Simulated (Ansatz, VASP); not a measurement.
## One calculation of Pd, two programs

Contents of INCAR:

```
PREC = Accurate
ENCUT = 500
EDIFF = 1E-6
ISMEAR = -1
SIGMA = 0.05
LREAL = F
LASPH = T
NELM = 120
ALGO = Normal
ISIF = 2
LWAVE = F
LCHARG = F
GGA = PE
NBANDS = 11
GGA_COMPAT = F
```

KPOINTS

```
regular mesh
0
Gamma
  18 18 18
```

POSCAR

```
Pd
1.0
    0.0000000000      1.8149771438      1.8149771438
    1.8149771438      0.0000000000      1.8149771438
    1.8149771438      1.8149771438      0.0000000000
Pd
1
Direct
    0.0000000000      0.0000000000      0.0000000000
```

Input for Ansatz:

```yaml
crystal:
  lattice:
    - [0.0, 1.8149771438, 1.8149771438]
    - [1.8149771438, 0.0, 1.8149771438]
    - [1.8149771438, 1.8149771438, 0.0]
  atoms:
    - { symbol: Pd, position: [0.0, 0.0, 0.0] }
kpoints:
  mp_grid: { grid: [18, 18, 18] }
scf:
  occupations: { method: fermi_dirac, width: 0.05 }
hamiltonian:
  xc: pbe
  pseudopotentials: { kind: paw }
output:
  forces: true
  stress: true
  eigenvalues: true
```

Change from the starting cell: volume scaled by 0.78, to set the pressure.

Alike in both runs: task single point; functional PBE; k mesh 18 × 18 × 18; occupations fermi-dirac, width 0.05 eV; no spin polarisation.

|  | VASP | Ansatz |
| --- | --- | --- |
| version | VASP 6.6.1 | Ansatz 0.2.0 |
| potentials or method | VASP PAW PBE potentials, release 64 (Pd) | PAW with Ansatz's default frozen-core files, scalar-relativistic |
| plane-wave cutoff (eV) | 500 | 420 |
| valence electrons in the cell | 10 | 18 |

VASP gave:

| Property | Result |
| --- | --- |
| pressure (GPa) | 81.0 |

Which values does Ansatz return?

Pressure (GPa): 81.6.

Both programs put the cell under a high pressure, so it lies far from rest at this level. VASP's potentials hold 10 valence electrons a cell and Ansatz's 18, so a difference there can come from the potentials and not from the codes.

Noted on VASP's run: the cell as given lies far from equilibrium.
